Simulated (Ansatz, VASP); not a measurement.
Two plane-wave programs on BaS

```
Ba S
1.0
     0.00000    3.16630    3.16630
     3.16630    0.00000    3.16630
     3.16630    3.16630    0.00000
Ba S
1 1
Direct
  0.00000 0.00000 0.00000
  0.50000 0.50000 0.50000
```

Alike in both runs: functional PBEsol; k mesh 14 × 14 × 14; occupations fermi-dirac, width 0.1 eV; no spin polarisation.

Ansatz relaxed the structure, and its values are those at the end. VASP's run is a single point on that final structure, the one shown.

```csv
,VASP,Ansatz
version,VASP 6.6.1,Ansatz 0.2.0
potentials or method,"VASP PAW PBE potentials, release 64 (Ba_sv, S)","PAW with Ansatz's default frozen-core files, scalar-relativistic"
plane-wave cutoff (eV),520,420
valence electrons in the cell,16,16
```

```tsv
	VASP	Ansatz	Ansatz less VASP
pressure (GPa)	0.7	0.0	-0.68
```

VASP's potentials were made for PBE, not for PBEsol.

Spin-orbit coupling is off throughout.
